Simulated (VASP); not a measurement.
# Si2S3 (P-3m1) in VASP: further runs, part 2 of 2

VASP 6.6.1.

**3. Single point, PBE**

This run uses another cell than the first one, of 19.23 Å³/atom.

The input, INCAR:

```
SYSTEM = Si2S3
  ALGO = Normal
  EDIFF = 1E-6
  ENCUT = 520
  GGA = PE
  ISIF = 2
  ISMEAR = 0
  LASPH = .TRUE.
  LCHARG = .FALSE.
  LREAL = .FALSE.
  LWAVE = .FALSE.
  NBANDS = 21
  NELM = 100
  PREC = Accurate
  SIGMA = 0.1
```

The input, KPOINTS:

```
k-points
0
G
  12 12 4
  0 0 0
```

The input, POSCAR:

```
Si2S3
1.0
    3.4349659185      0.0000000000      0.0000000000
   -1.7174829593      2.9747677466      0.0000000000
    0.0000000000      0.0000000000      9.4111763784
Si S
2 3
Direct
    0.3333333333      0.6666666667      0.1611077629
    0.6666666667      0.3333333333      0.8388922371
    0.0000000000      0.0000000000      0.0000000000
    0.3333333333      0.6666666667      0.7068978523
    0.6666666667      0.3333333333      0.2931021477
```

Potentials or basis: VASP PAW PBE potentials, release 64 (Si, S).

Launch:

```bash
> cat potpaw_PBE.64/Si/POTCAR potpaw_PBE.64/S/POTCAR > POTCAR
> mpirun -np 1 vasp_std > vasp.out
```

OUTCAR:

```text
SYSTEM = Si2S3
   EDIFF = 1E-6
   ENCUT = 520
   GGA = PE
   ISIF = 2
   ISMEAR = 0
   LASPH = .TRUE.
   LREAL = .FALSE.
   NELM = 100
   PREC = Accurate

 ion  position               nearest neighbor table
   1  0.333  0.667  0.161-   5 2.34   5 2.34   5 2.34   3 2.50   3 2.50   3 2.50
   2  0.667  0.333  0.839-   4 2.34   4 2.34   4 2.34   3 2.50   3 2.50   3 2.50
   3  0.000  0.000  0.000-   1 2.50   2 2.50   2 2.50   1 2.50   2 2.50   1 2.50
[... 783 lines left out ...]
  --------------------------------------------------------------------------------------
  -------------------------------------------------------------------------------------
  Total       -0.0912503     -0.0912503     -0.0496856      0.0000000      0.0000000     -0.0000000
  in kB       -1.5202859     -1.5202859     -0.8277930      0.0000000      0.0000000     -0.0000000
  external PRESSURE =      -1.2894549 kB  Pullay stress =       0.0000000 kB

 VOLUME and BASIS-vectors are now :
 -----------------------------------------------------------------------------
  energy-cutoff  :      520.00
  volume of cell :       96.17
      direct lattice vectors                 reciprocal lattice vectors
     3.434965919  0.000000000  0.000000000     0.291123704  0.168080349  0.000000000
    -1.717482959  2.974767747  0.000000000     0.000000000  0.336160697  0.000000000
     0.000000000  0.000000000  9.411176378     0.000000000  0.000000000  0.106256642

 POSITION                                       TOTAL-FORCE (eV/Angst)
 -----------------------------------------------------------------------------------
     -0.00000      1.98318      1.51621        -0.000000     -0.000000      0.020603
      1.71748      0.99159      7.89496         0.000000      0.000000     -0.020603
      0.00000      0.00000      0.00000        -0.000000      0.000000      0.000000
     -0.00000      1.98318      6.65274        -0.000000      0.000000      0.017525
      1.71748      0.99159      2.75844         0.000000     -0.000000     -0.017525
 -----------------------------------------------------------------------------------
    total drift:                                0.000000     -0.000000     -0.000000

  FREE ENERGIE OF THE ION-ELECTRON SYSTEM (eV)
  ---------------------------------------------------
  free  energy   TOTEN  =       -24.8344567632 eV

  energy  without entropy=      -24.8284190744  energy(sigma->0) =      -24.83143792
```

OSZICAR:

```text
N       E                     dE             d eps       ncg     rms          rms(c)
DAV:   1     0.985218448423E+02    0.98522E+02   -0.10976E+04  2898   0.105E+03
DAV:   2    -0.172870313614E+02   -0.11581E+03   -0.11124E+03  3820   0.178E+02
DAV:   3    -0.249395061711E+02   -0.76525E+01   -0.75290E+01  3751   0.452E+01
DAV:   4    -0.250824036124E+02   -0.14290E+00   -0.14251E+00  3950   0.709E+00
DAV:   5    -0.250852944774E+02   -0.28909E-02   -0.28906E-02  3877   0.988E-01    0.140E+01
DAV:   6    -0.248558349252E+02    0.22946E+00   -0.39855E-01  3518   0.283E+00    0.864E+00
DAV:   7    -0.248402987434E+02    0.15536E-01   -0.28711E-01  3723   0.272E+00    0.840E-01
DAV:   8    -0.248341306438E+02    0.61681E-02   -0.44617E-02  3461   0.122E+00    0.616E-01
DAV:   9    -0.248342851411E+02   -0.15450E-03   -0.44782E-03  3911   0.333E-01    0.255E-01
DAV:  10    -0.248343953898E+02   -0.11025E-03   -0.34898E-04  3594   0.116E-01    0.133E-01
DAV:  11    -0.248344499530E+02   -0.54563E-04   -0.16304E-04  3632   0.742E-02    0.309E-02
DAV:  12    -0.248344502767E+02   -0.32371E-06   -0.21354E-05  3975   0.263E-02    0.172E-02
DAV:  13    -0.248344558452E+02   -0.55684E-05   -0.70570E-06  3353   0.155E-02    0.716E-03
DAV:  14    -0.248344567632E+02   -0.91806E-06   -0.13104E-06  3193   0.723E-03
   1 F= -.24834457E+02 E0= -.24831438E+02  d E =-.603769E-02
```

stdout:

```text
POSCAR found type information on POSCAR SiS
 POSCAR found :  2 types and       5 ions
 scaLAPACK will be used
 LDA part: xc-table for (Slater+PW92), standard interpolation
 POSCAR, INCAR and KPOINTS ok, starting setup
 FFT: planning ... GRIDC
 FFT: planning ... GRID_SOFT
 FFT: planning ... GRID
 WAVECAR not read
 entering main loop
```

Wall time 3.6 min (1 thread of Intel Xeon 8259CL, shared host); peak memory 0.28 GiB.

Results:

```yaml
Free_energy: -24.8345 eV
Pressure: -0.1 GPa
Largest_force: 0.021 eV/Å
Band_gap_on_the_k_mesh: zero (bands 13 and 14 overlap by 1.03 eV)
```

Forces in eV/Å, atoms in the order of the input:
```
Si   0.000  0.000  0.021
Si   0.000  0.000 -0.021
S    0.000  0.000  0.000
S    0.000  0.000  0.018
S    0.000  0.000 -0.018
```

Levels at points of the mesh, in eV from the Fermi level:
| k point | band 10 | band 11 | band 12 | band 13 | band 14 | band 15 | band 16 | band 17 |
| --- | --- | --- | --- | --- | --- | --- | --- | --- |
| (0.00, 0.00, 0.00) | -2.87 | -2.87 | -2.81 | -0.15 | 1.16 | 1.33 | 1.59 | 1.59 |
| (0.50, 0.00, 0.00) | -4.38 | -3.22 | -3.12 | -2.77 | 0.14 | 1.48 | 2.49 | 2.75 |
| (0.00, 0.00, 0.50) | -2.94 | -2.88 | -2.88 | 0.27 | 1.08 | 1.34 | 1.58 | 1.58 |
| (0.50, 0.00, 0.50) | -4.40 | -3.09 | -2.99 | -2.66 | -0.01 | 1.48 | 2.68 | 2.83 |

Caveat: this functional lacks dispersion, which binds the layers, so the pressure and a relaxed spacing across them are unreliable.

**4. Relaxation of cell and atoms, PBE**

This run uses another cell than the first one, of 18.17 Å³/atom.

The input, INCAR:

```
PREC = Accurate
ENCUT = 600
EDIFF = 1E-6
ISMEAR = 0
SIGMA = 0.1
LREAL = False
LASPH = True
NELM = 100
ALGO = Normal
ISIF = 3
LWAVE = False
LCHARG = False
GGA = PE
IBRION = 2
NSW = 90
EDIFFG = -0.04
```

The input, KPOINTS:

```
regular mesh
0
Gamma
  6 6 4
```

The input, POSCAR:

```
Si2S3
1.0
    4.0701627949      0.0000000000      0.0000000000
   -2.0350813974      3.5248643779      0.0000000000
    0.0000000000      0.0000000000      6.3325121656
Si S
2 3
Direct
    0.3333333333      0.6666666667      0.2450000000
    0.6666666667      0.3333333333      0.7550000000
    0.0000000000      0.0000000000      0.0000000000
    0.3333333333      0.6666666667      0.6450000000
    0.6666666667      0.3333333333      0.3550000000
```

Launch:

```bash
> cat potpaw_PBE.64/Si/POTCAR potpaw_PBE.64/S/POTCAR > POTCAR
> mpirun -np 1 vasp_std > vasp.out
```

Wall time 26 min (1 thread of Intel Xeon 8259CL, shared host); peak memory 0.28 GiB.

Results (log left out):

| Quantity | Value |
| --- | --- |
| Free energy | -24.8049 eV |
| Relaxed volume | 18.28 Å³/atom |
| Relaxed cell | a = 3.466 Å, b = 3.466 Å, c = 8.786 Å, α = 90.00°, β = 90.00°, γ = 120.00° |
| Space group after relaxing (to 0.1 Å) | P-3m1 (No. 164) |
| Energy gained by relaxing | 498.8 meV/atom |
| Ionic steps | 34 |
| Pressure after relaxing | 0.0 GPa |
| Largest force after relaxing | 0.032 eV/Å |
| Band gap on the k mesh | zero (bands 13 and 14 overlap by 0.62 eV) |

Forces in eV/Å, atoms in the order of the input:
```
Si   0.000  0.000 -0.009
Si   0.000  0.000  0.009
S    0.000  0.000  0.000
S    0.000  0.000  0.032
S    0.000  0.000 -0.032
```

Stress tensor (GPa, compression positive):
```
-0.07  0.00  0.00
 0.00 -0.07  0.00
 0.00  0.00  0.15
```

The path:
```
step  energy change (eV)  largest force (eV/Å)  pressure (GPa)  volume (Å³)
   1              0.0000                0.3991           -4.08        90.85
   2             -0.2215                0.7990           -0.11        84.86
   3             -0.2725                1.2792            4.44        80.40
   4             -0.4143                1.5915            5.51        79.53
   5             -0.8844                2.4829           10.43        76.58
   6             -1.0262                2.2245           29.42        69.44
   7             -1.2469                2.6495           20.65        72.21
   8             -1.2177                2.5341           23.52        71.24
   9             -1.2710                2.4063           23.44        71.31
  10             -1.3999                1.9711           23.22        71.50
  11             -1.5160                1.1103           22.96        71.75
  12             -1.6325                0.9591           20.91        72.53
  13             -1.9221                0.6415           15.27        74.91
  14             -2.2616                0.2918            6.13        79.81
  15             -2.2046                1.1400           -5.44        90.21
  16             -2.3388                0.6898           -0.08        84.52
  17             -2.3397                0.6514            0.38        84.11
  18             -2.3455                0.6148            0.36        84.23
  19             -2.3610                0.5030            0.28        84.57
  20             -2.3826                0.3508            0.15        85.27
  21             -2.3894                0.6936           -0.05        86.68
  22             -2.3922                0.5821            0.00        86.20
  23             -2.4053                0.4996           -0.10        86.47
  24             -2.4356                0.2517           -0.33        87.31
  25             -2.4595                0.2310           -0.54        88.98
  26             -2.4768                0.1112            0.57        88.77
  27             -2.4796                0.0766            1.35        88.62
  28             -2.4915                0.0535            0.47        90.48
  29             -2.4923                0.0866            0.13        91.26
  30             -2.4924                0.0815            0.17        91.14
  31             -2.4924                0.0775            0.21        91.04
  32             -2.4934                0.0726           -0.16        91.46
  33             -2.4934                0.0762           -0.19        91.49
  34             -2.4940                0.0318            0.00        91.40
```

Final structure:
```yaml
crystal:
  lattice:
    - [3.46584, 0.00000, 0.00000]
    - [-1.73292, 3.00151, 0.00000]
    - [0.00000, 0.00000, 8.78579]
  atoms:
    - { symbol: Si, position: [0.33333, 0.66667, 0.16841] }
    - { symbol: Si, position: [0.66667, 0.33333, 0.83159] }
    - { symbol: S, position: [0.00000, 0.00000, 0.00000] }
    - { symbol: S, position: [0.33333, 0.66667, 0.69313] }
    - { symbol: S, position: [0.66667, 0.33333, 0.30687] }
```

Levels at points of the mesh, in eV from the Fermi level:
| k point | band 11 | band 12 | band 13 | band 14 | band 15 | band 16 |
| --- | --- | --- | --- | --- | --- | --- |
| (0.00, 0.00, 0.00) | -2.87 | -2.28 | -0.20 | 1.05 | 1.19 | 1.51 |
| (0.50, 0.00, 0.00) | -3.15 | -3.07 | -2.78 | 0.33 | 1.59 | 2.52 |
| (0.00, 0.00, 0.50) | -2.91 | -2.91 | 0.36 | 0.98 | 1.18 | 1.50 |
| (0.50, 0.00, 0.50) | -3.00 | -2.69 | -2.53 | 0.06 | 1.62 | 2.75 |

Caveat: a cell axis changed by over 15 % at a fixed basis, so the end point is rough; this functional lacks dispersion, which binds the layers, so the pressure and a relaxed spacing across them are unreliable.

**5. Relaxation of cell and atoms, PBE**

The input, INCAR:

```
SYSTEM = Si2S3
ALGO     = Normal         ! electronic algorithm
EDIFF    = 1E-6           ! SCF threshold, eV
EDIFFG   = -0.01          ! ionic threshold
ENCUT    = 600            ! plane-wave cutoff, eV
GGA      = PE             ! functional
IBRION   = 2              ! ionic algorithm
ISIF     = 3              ! what is computed and relaxed
ISMEAR   = 0              ! smearing method
LASPH    = .True.         ! aspherical terms in the spheres
LCHARG   = .False.        ! write CHGCAR
LREAL    = .False.        ! projectors in reciprocal space
LWAVE    = .False.        ! write WAVECAR
NELM     = 100            ! most SCF steps
NSW      = 100            ! ionic steps
PREC     = Accurate       ! precision mode
SIGMA    = 0.1            ! smearing width, eV
```

The input, KPOINTS:

```
k-points
0
Gamma
  12 12 4
  0 0 0
```

The input, POSCAR:

```
Si2S3
1.0
    3.4663398572      0.0000000000      0.0000000000
   -1.7331699286      3.0019383745      0.0000000000
    0.0000000000      0.0000000000      9.0662350155
Si S
2 3
Direct
    0.3333333333      0.6666666667      0.1628905346
    0.6666666667      0.3333333333      0.8371094654
    0.0000000000      0.0000000000      0.0000000000
    0.3333333333      0.6666666667      0.7028434203
    0.6666666667      0.3333333333      0.2971565797
```

Launch:

```bash
> cat potpaw_PBE.64/Si/POTCAR potpaw_PBE.64/S/POTCAR > POTCAR
> mpirun -np 1 vasp_std > vasp.out
```

Wall time 13 min (1 thread of Intel Xeon 8259CL, shared host); peak memory 0.3 GiB.

It converged, with:

```
Free energy                           : -24.8346 eV
Relaxed volume                        : 18.87 Å³/atom
Relaxed cell                          : a = 3.432 Å, b = 3.432 Å, c = 9.250 Å, α = 90.00°, β = 90.00°, γ = 120.00°
Space group after relaxing (to 0.1 Å) : P-3m1 (No. 164)
Energy gained by relaxing             : 3.2 meV/atom
Ionic steps                           : 8
Pressure after relaxing               : 0.0 GPa
Largest force after relaxing          : 0.009 eV/Å
Band gap on the k mesh                : zero (bands 13 and 14 overlap by 1.07 eV)
```

Forces on the atoms (eV/Å):
```
Si   0.000  0.000  0.001
Si   0.000  0.000 -0.001
S    0.000  0.000  0.000
S    0.000  0.000  0.009
S    0.000  0.000 -0.009
```

Step by step:
| step | energy change (eV) | largest force (eV/Å) | pressure (GPa) | volume (Å³) |
| --- | --- | --- | --- | --- |
| 1 | 0.0000 | 0.0868 | -0.04 | 94.34 |
| 2 | -0.0091 | 0.0717 | 0.07 | 94.28 |
| 3 | -0.0153 | 0.0399 | 0.28 | 94.12 |
| 4 | -0.0160 | 0.0267 | 0.22 | 94.17 |
| 5 | -0.0160 | 0.0224 | 0.23 | 94.16 |
| 6 | -0.0159 | 0.0504 | -0.22 | 94.65 |
| 7 | -0.0162 | 0.0102 | 0.00 | 94.38 |
| 8 | -0.0162 | 0.0089 | 0.01 | 94.37 |

Final structure:
```yaml
crystal:
  lattice:
    - [3.43239, 0.00000, 0.00000]
    - [-1.71620, 2.97254, 0.00000]
    - [0.00000, 0.00000, 9.24975]
  atoms:
    - { symbol: Si, position: [0.33333, 0.66667, 0.16406] }
    - { symbol: Si, position: [0.66667, 0.33333, 0.83594] }
    - { symbol: S, position: [0.00000, 0.00000, 0.00000] }
    - { symbol: S, position: [0.33333, 0.66667, 0.70171] }
    - { symbol: S, position: [0.66667, 0.33333, 0.29829] }
```

Levels at points of the mesh, in eV from the Fermi level:
```csv
k point,band 11,band 12,band 13,band 14,band 15,band 16
"(0.00, 0.00, 0.00)",-2.87,-2.76,-0.15,1.18,1.34,1.59
"(0.50, 0.00, 0.00)",-3.26,-3.12,-2.79,0.15,1.46,2.45
"(0.00, 0.00, 0.50)",-2.89,-2.89,0.32,1.09,1.35,1.59
"(0.50, 0.00, 0.50)",-3.09,-2.97,-2.64,-0.03,1.47,2.67
```

Caveat: this functional lacks dispersion, which binds the layers, so the pressure and a relaxed spacing across them are unreliable.

**6. Overview**

```tsv
task	cell	k mesh	cutoff (eV)	gap on the mesh (eV)	pressure (GPa)	relaxed volume (Å³/atom)	largest force (eV/Å)
single point	a = 3.466, b = 3.466, c = 9.066 Å, angles 90.0, 90.0, 120.0°, 5 atoms, atomic positions A	6 × 6 × 4	520	none	-0.1	-	0.02
single point	a = 3.435, b = 3.435, c = 9.411 Å, angles 90.0, 90.0, 120.0°, 5 atoms, atomic positions B	12 × 12 × 4	520	none	-0.1	-	0.02
relaxation of cell and atoms	relaxed from a = 4.070, b = 4.070, c = 6.333 Å, angles 90.0, 90.0, 120.0°, 5 atoms, atomic positions C	6 × 6 × 4	600	none	0.0	18.28	0.03
relaxation of cell and atoms	relaxed from a = 3.466, b = 3.466, c = 9.066 Å, angles 90.0, 90.0, 120.0°, 5 atoms, atomic positions A	12 × 12 × 4	600	none	0.0	18.87	0.01
```

Alike in all rows: level PBE; potentials or basis VASP PAW PBE potentials, release 64 (Si, S); no spin polarisation; smearing gaussian 0.1 eV.

Caveats: this functional lacks dispersion, which binds the layers, so the pressure and a relaxed spacing across them are unreliable; a cell axis changed by over 15 % at a fixed basis, so the end point is rough (at least some runs).

Total energies depend on the potentials used, so only differences within one code and one set of settings carry meaning.
